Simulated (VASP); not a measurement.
# Ti2Ge5 (P4/mbm) in VASP: single point with r2SCAN

Aim: the single point of Ti2Ge5 with r2SCAN.

Program: VASP 6.6.1. These are calculated values, not measurements. Logs are shortened: lines on timing, memory, paths and dates and some standing lists are left out, and cuts for length are marked.

### 1 The cell of the first run

It takes space group P4/mbm (No. 127, tetragonal). Conventional cell: a = 9.280 Å, b = 9.280 Å, c = 2.751 Å, α = 90.00°, β = 90.00°, γ = 90.00°. Ge (site symmetry mmm) has 6 Ge at 2.74 to 2.75 Å and 4 Ti at 2.75 Å within 3.6 Å. Within 3.6 Å of Ge (site symmetry m) lie 6 Ge at 2.74 to 2.99 Å and 4 Ti at 2.78 to 2.82 Å. Ti (site symmetry m2m) has 10 Ge at 2.75 to 2.82 Å and 2 Ti at 2.75 Å within 3.6 Å.

### 2 Single point, r2SCAN

POSCAR reads:

```
Ti2Ge5
1.0
    9.2801830575      0.0000000000      0.0000000000
    0.0000000000      9.2801830575      0.0000000000
    0.0000000000      0.0000000000      2.7511759896
Ge Ti
10 4
Direct
    0.0000000000      0.5000000000      0.0000000000
    0.5000000000      0.0000000000      0.0000000000
    0.0607559403      0.2110612313      0.0000000000
    0.7889387687      0.0607559403      0.0000000000
    0.9392440597      0.7889387687      0.0000000000
    0.2110612313      0.9392440597      0.0000000000
    0.5607559403      0.2889387687      0.0000000000
    0.2889387687      0.4392440597      0.0000000000
    0.4392440597      0.7110612313      0.0000000000
    0.7110612313      0.5607559403      0.0000000000
    0.1810315068      0.6810315068      0.5000000000
    0.3189684932      0.1810315068      0.5000000000
    0.8189684932      0.3189684932      0.5000000000
    0.6810315068      0.8189684932      0.5000000000
```

INCAR.step1 reads:

```
SYSTEM = Ti2Ge5
  ALGO = Normal
  EDIFF = 1E-4
  ENCUT = 520
  GGA = PE
  ISMEAR = -1
  LASPH = .TRUE.
  LCHARG = .FALSE.
  LREAL = .FALSE.
  LWAVE = .TRUE.
  NBANDS = 107
  NELM = 80
  PREC = Accurate
  SIGMA = 0.1
```

INCAR.step2 reads:

```
SYSTEM = Ti2Ge5
  ALGO = Normal
  EDIFF = 1E-6
  ENCUT = 520
  ISIF = 2
  ISMEAR = -1
  ISTART = 1
  LASPH = .TRUE.
  LCHARG = .FALSE.
  LMIXTAU = .TRUE.
  LREAL = .FALSE.
  LWAVE = .FALSE.
  METAGGA = R2SCAN
  NBANDS = 107
  NELM = 80
  PREC = Accurate
  SIGMA = 0.1
```

KPOINTS reads:

```
k-points
0
G
  3 3 10
  0 0 0
```

Potentials or basis: VASP PAW PBE potentials, release 64 (Ge_d, Ti_sv).

Run with:

```sh
> cat potpaw_PBE.64/Ge_d/POTCAR potpaw_PBE.64/Ti_sv/POTCAR > POTCAR
> cp INCAR.step1 INCAR
> mpirun -np 1 vasp_std > vasp.out
> cp INCAR.step2 INCAR
> mpirun -np 1 vasp_std > vasp.out
```

OUTCAR:

```text
SYSTEM = Ti2Ge5
   EDIFF = 1E-6
   ENCUT = 520
   ISIF = 2
   ISMEAR = -1
   ISTART = 1
   LASPH = .TRUE.
   LREAL = .FALSE.
   METAGGA = R2SCAN
   NELM = 80
   PREC = Accurate

 ion  position               nearest neighbor table
   1  0.000  0.500  0.000-   3 2.74   5 2.74   8 2.74  10 2.74  11 2.75  13 2.75  11 2.75  13 2.75

   2  0.500  0.000  0.000-   4 2.74   6 2.74   7 2.74   9 2.74  12 2.75  14 2.75  12 2.75  14 2.75

   3  0.061  0.211  0.000-   1 2.74  12 2.78  12 2.78  13 2.82  13 2.82   4 2.88   6 2.88
   4  0.789  0.061  0.000-   2 2.74  13 2.78  13 2.78  14 2.82  14 2.82   3 2.88   5 2.88
   5  0.939  0.789  0.000-   1 2.74  14 2.78  14 2.78  11 2.82  11 2.82   4 2.88   6 2.88
   6  0.211  0.939  0.000-   2 2.74  11 2.78  11 2.78  12 2.82  12 2.82   3 2.88   5 2.88
   7  0.561  0.289  0.000-   2 2.74  13 2.78  13 2.78  12 2.82  12 2.82   8 2.88  10 2.88
   8  0.289  0.439  0.000-   1 2.74  12 2.78  12 2.78  11 2.82  11 2.82   7 2.88   9 2.88
   9  0.439  0.711  0.000-   2 2.74  11 2.78  11 2.78  14 2.82  14 2.82   8 2.88  10 2.88
  10  0.711  0.561  0.000-   1 2.74  14 2.78  14 2.78  13 2.82  13 2.82   7 2.88   9 2.88
  11  0.181  0.681  0.500-   1 2.75   1 2.75   9 2.78   6 2.78   6 2.78   9 2.78   5 2.82   5 2.82
                             8 2.82   8 2.82
  12  0.319  0.181  0.500-   2 2.75   2 2.75   8 2.78   3 2.78   3 2.78   8 2.78   6 2.82   6 2.82
                             7 2.82   7 2.82
  13  0.819  0.319  0.500-   1 2.75   1 2.75   7 2.78   4 2.78   4 2.78   7 2.78   3 2.82  10 2.82
                             3 2.82  10 2.82
  14  0.681  0.819  0.500-   2 2.75   2 2.75  10 2.78   5 2.78   5 2.78  10 2.78   4 2.82   4 2.82
                             9 2.82   9 2.82

  LATTYP: Found a simple tetragonal cell.
 ALAT       =     9.2801830575
 C/A-ratio  =     0.2964570820

  Lattice vectors:

 A1 = (   9.2801830575,   0.0000000000,   0.0000000000)
 A2 = (   0.0000000000,   9.2801830575,   0.0000000000)
 A3 = (   0.0000000000,   0.0000000000,   2.7511759896)

Analysis of symmetry for initial positions (statically):
=====================================================================
 Subroutine PRICEL returns:
 Original cell was already a primitive cell.

 Routine SETGRP: Setting up the symmetry group for a
 simple tetragonal supercell.

 Subroutine GETGRP returns: Found 16 space group operations
 (whereof  8 operations were pure point group operations)
 out of a pool of 16 trial point group operations.

The static configuration has the point symmetry C_4h.
 The point group associated with its full space group is D_4h.

Analysis of symmetry for dynamics (positions and initial velocities):
=====================================================================
 Subroutine PRICEL returns:
 Original cell was already a primitive cell.

 Routine SETGRP: Setting up the symmetry group for a
 simple tetragonal supercell.

 Subroutine GETGRP returns: Found 16 space group operations
 (whereof  8 operations were pure point group operations)
 out of a pool of 16 trial point group operations.

The dynamic configuration has the point symmetry C_4h.
 The point group associated with its full space group is D_4h.

 Subroutine INISYM returns: Found 16 space group operations
 (whereof  8 operations are pure point group operations),
 and found     1 'primitive' translations

----------------------------------------------------------------------------------------

                                     Primitive cell

  volume of cell :     236.9362

  direct lattice vectors                    reciprocal lattice vectors
     9.280183058  0.000000000  0.000000000     0.107756495  0.000000000  0.000000000
     0.000000000  9.280183058  0.000000000     0.000000000  0.107756495  0.000000000
     0.000000000  0.000000000  2.751175990     0.000000000  0.000000000  0.363480927

  length of vectors
     9.280183058  9.280183058  2.751175990     0.107756495  0.107756495  0.363480927

  position of ions in fractional coordinates (direct lattice)
     0.000000000  0.500000000  0.000000000
     0.500000000  0.000000000  0.000000000
     0.060755940  0.211061231  0.000000000
     0.788938769  0.060755940  0.000000000
     0.939244060  0.788938769  0.000000000
     0.211061231  0.939244060  0.000000000
     0.560755940  0.288938769  0.000000000
     0.288938769  0.439244060  0.000000000
     0.439244060  0.711061231  0.000000000
     0.711061231  0.560755940  0.000000000
     0.181031507  0.681031507  0.500000000
     0.318968493  0.181031507  0.500000000
     0.818968493  0.318968493  0.500000000
     0.681031507  0.818968493  0.500000000

  ion indices of the primitive-cell ions
   primitive index   ion index
                 1           1
                 2           2
                 3           3
                 4           4
                 5           5
                 6           6
                 7           7
                 8           8
                 9           9
                10          10
                11          11
                12          12
                13          13
                14          14

----------------------------------------------------------------------------------------

 KPOINTS: k-points

Automatic generation of k-mesh.
 Grid dimensions read from file:
 generate k-points for:    3    3   10

 Generating k-lattice:

  Cartesian coordinates                     Fractional coordinates (reciprocal lattice)
     0.035918832  0.000000000  0.000000000     0.333333333  0.000000000  0.000000000
     0.000000000  0.035918832  0.000000000     0.000000000  0.333333333  0.000000000
     0.000000000  0.000000000  0.036348093     0.000000000  0.000000000  0.100000000

  Length of vectors
     0.035918832  0.035918832  0.036348093

  Shift w.r.t. Gamma in fractional coordinates (k-lattice)
     0.000000000  0.000000000  0.000000000

 Subroutine IBZKPT returns following result:
 ===========================================

 Found     18 irreducible k-points:

 Following reciprocal coordinates:
            Coordinates               Weight
  0.000000  0.000000  0.000000      1.000000
  0.333333  0.000000  0.000000      4.000000
  0.333333  0.333333  0.000000      4.000000
  0.000000  0.000000  0.100000      2.000000
  0.333333  0.000000  0.100000      8.000000
  0.333333  0.333333  0.100000      8.000000
[... 10 lines left out ...]
  0.333333  0.000000  0.500000      4.000000
  0.333333  0.333333  0.500000      4.000000
   k-points           NKPTS =     18   k-points in BZ     NKDIM =     18   number of bands    NBANDS=    107
   number of dos      NEDOS =    301   number of ions     NIONS =     14
   total plane-waves  NPLWV =  98000
   dimension x,y,z NGX =    70 NGY =   70 NGZ =   20
   dimension x,y,z NGXF=   140 NGYF=  140 NGZF=   40
   ions per type =              10   4
   NGX,Y,Z   is equivalent  to a cutoff of  12.54, 12.54, 12.09 a.u.
   NGXF,Y,Z  is equivalent  to a cutoff of  25.08, 25.08, 24.17 a.u.
 SYSTEM =  Ti2Ge5
   PREC   = accura    normal or accurate (medium, high low for compatibility)
   ISTART =      1    job   : 0-new  1-cont  2-samecut
   ICHARG =      0    charge: 1-file 2-atom 10-const
   ISPIN  =      1    spin polarized calculation?
   LNONCOLLINEAR =      F non collinear calculations
   LSORBIT =      F    spin-orbit coupling
   LASPH  =      T    aspherical Exc in radial PAW
   ENCUT  =  520.0 eV  38.22 Ry    6.18 a.u.  17.25 17.25  5.12*2*pi/ulx,y,z
   NELM   =     80;   NELMIN=  2; NELMDL=  0     # of ELM steps
   EDIFF  = 0.1E-05   stopping-criterion for ELM
   LREAL  =      F    real-space projection
   EDIFFG = 0.1E-04   stopping-criterion for IOM
   NSW    =      0    number of steps for IOM
   IBRION =     -1    ionic relax: 0-MD 1-quasi-New 2-CG
   NFREE  =      0    steps in history (QN), initial steepest desc. (CG)
   ISIF   =      2    stress and relaxation
   ISYM   =      2    0-nonsym 1-usesym 2-fastsym
   POTIM  = 0.5000    time-step for ionic-motion
   TEBEG  =    0.0;   TEEND  =   0.0 temperature during run
   PSTRESS=    0.0 pullay stress
   NELECT =     188.0000    total number of electrons
   NUPDOWN=      -1.0000    fix difference up-down
   EMIN   =  10.00;   EMAX   =-10.00  energy-range for DOS
   EFERMI =   0.00;   METHOD = LEGACY
   ISMEAR =    -1;   SIGMA  =   0.10  broadening in eV -4-tet -1-fermi 0-gaus
   EFERMI_NEDOS =   21; number of points for ismear=-14 and -15
   IALGO  =     38    algorithm
   IMIX   =      4    mixing-type and parameters
     AMIX     =   0.40;   BMIX     =  1.00
     AMIX_MAG =   1.60;   BMIX_MAG =  1.00
  volume/ion in A,a.u.               =      16.92       114.21
  Fermi-wavevector in a.u.,A,eV,Ry     =   1.515597  2.864062 31.253033  2.297033
  Thomas-Fermi vector in A             =   2.625099
   LORBIT       =      0    0 simple, 1 ext, 2 COOP (PROOUT), +10 PAW based schemes
   METAGGA = R2SCAN    functional components
   LHFCALC =     F    Hartree Fock is set to
   AEXX    =    0.0000 exact exchange contribution
   IVDW    =     0    specifies the selected vdW correction
   LEPSILON=     F    determine dielectric tensor
   LRPA    =     F    only Hartree local field effects (RPA)
 non-spin polarized calculation
  energy-cutoff  :      520.00
  volume of cell :      236.94
 maximum number of plane-waves:      6442
 NGX is ok and might be reduce to    70
   NGX = 35   NGY = 35   NGZ = 11

 number of electron     188.0000175 magnetization

 Free energy of the ion-electron system (eV)
  ---------------------------------------------------
  ext. energy  EPLUGINS =         0.00000000
  ---------------------------------------------------
  free energy    TOTEN  =      -192.92192778 eV

  energy without entropy =     -192.71936133  energy(sigma->0) =     -192.82064456

 E-fermi :   8.3597     XC(G=0): -12.7861

 val. band max:        8.3245898859   @ k =   0.3333   0.0000   0.3000
 cond. band min:       8.4114447860   @ k =   0.3333   0.3333   0.3000
 fundamental gap:      0.0868549001
 Fermi energy:         8.3596931512

 k-point     1 :       0.0000    0.0000    0.0000
  band No.  band energies     occupation
      1     -51.2475      2.00000
      2     -51.2474      2.00000
      3     -51.2474      2.00000
      4     -51.2473      2.00000
      5     -26.6074      2.00000
      6     -26.6046      2.00000
[... 98 lines left out ...]
    105      10.4560      0.00000
    106      10.4560      0.00000

 k-point     2 :       0.3333    0.0000    0.0000
  band No.  band energies     occupation
      1     -51.2475      2.00000
      2     -51.2474      2.00000
      3     -51.2474      2.00000
      4     -51.2473      2.00000
      5     -26.6067      2.00000
      6     -26.6053      2.00000
[... 1736 lines left out ...]
 k-point    18 :       0.3333    0.3333    0.5000
  band No.  band energies     occupation
      1     -51.1649      2.00000
      2     -51.1649      2.00000
      3     -51.1649      2.00000
      4     -51.1649      2.00000
      5     -26.6622      2.00000
      6     -26.6614      2.00000
[... 98 lines left out ...]
    105       9.7993      0.00000
    106       9.8276      0.00000
 [bands above 106 left out]

------------------------ aborting loop because EDIFF is reached ----------------------------------------

  FORCE on cell =-STRESS in cart. coord.  units (eV):
  Direction    XX          YY          ZZ          XY          YZ          ZX
  --------------------------------------------------------------------------------------
  -------------------------------------------------------------------------------------
  Total        0.0816959      0.0816959      0.1060097      0.0000000     -0.0000000     -0.0000000
  in kB        0.5524330      0.5524330      0.7168441      0.0000000     -0.0000000     -0.0000000
  external PRESSURE =       0.6072367 kB  Pullay stress =       0.0000000 kB

 VOLUME and BASIS-vectors are now :
 -----------------------------------------------------------------------------
  energy-cutoff  :      520.00
  volume of cell :      236.94
      direct lattice vectors                 reciprocal lattice vectors
     9.280183058  0.000000000  0.000000000     0.107756495  0.000000000  0.000000000
     0.000000000  9.280183058  0.000000000     0.000000000  0.107756495  0.000000000
     0.000000000  0.000000000  2.751175990     0.000000000  0.000000000  0.363480927

 POSITION                                       TOTAL-FORCE (eV/Angst)
 -----------------------------------------------------------------------------------
      0.00000      4.64009      0.00000        -0.000000      0.000000      0.000000
      4.64009      0.00000      0.00000        -0.000000      0.000000      0.000000
      0.56383      1.95869      0.00000        -0.002525     -0.002015      0.000000
      7.32150      0.56383      0.00000         0.002015     -0.002525     -0.000000
      8.71636      7.32150      0.00000         0.002525      0.002015      0.000000
      1.95869      8.71636      0.00000        -0.002015      0.002525     -0.000000
      5.20392      2.68140      0.00000        -0.002525      0.002015     -0.000000
      2.68140      4.07627      0.00000         0.002015      0.002525      0.000000
      4.07627      6.59878      0.00000         0.002525     -0.002015      0.000000
      6.59878      5.20392      0.00000        -0.002015     -0.002525      0.000000
      1.68001      6.32010      1.37559         0.005578      0.005578      0.000000
      2.96009      1.68001      1.37559        -0.005578      0.005578      0.000000
      7.60018      2.96009      1.37559        -0.005578     -0.005578      0.000000
      6.32010      7.60018      1.37559         0.005578     -0.005578      0.000000
 -----------------------------------------------------------------------------------
    total drift:                               -0.000000      0.000000     -0.000000

  FREE ENERGIE OF THE ION-ELECTRON SYSTEM (eV)
  ---------------------------------------------------
  free  energy   TOTEN  =      -192.9219277841 eV

  energy  without entropy=     -192.7193613335  energy(sigma->0) =     -192.82064456
```

It took 46 min on 1 thread of Oxide Virtual Turin-like, shared host; peak memory 0.51 GiB.

What came out:

```
Free energy            : -192.9219 eV
Pressure               : 0.1 GPa
Largest force          : 0.008 eV/Å
Band gap on the k mesh : zero (bands 94 and 95 overlap by 1.19 eV)
```

Forces in eV/Å, atoms in the order of the input:
```
Ge   0.000  0.000  0.000
Ge   0.000  0.000  0.000
Ge  -0.003 -0.002  0.000
Ge   0.002 -0.003  0.000
Ge   0.003  0.002  0.000
Ge  -0.002  0.003  0.000
Ge  -0.003  0.002  0.000
Ge   0.002  0.003  0.000
Ge   0.003 -0.002  0.000
Ge  -0.002 -0.003  0.000
Ti   0.006  0.006  0.000
Ti  -0.006  0.006  0.000
Ti  -0.006 -0.006  0.000
Ti   0.006 -0.006  0.000
```

Caveat: the PAW data sets were made with another functional, which shifts forces and pressure a little.
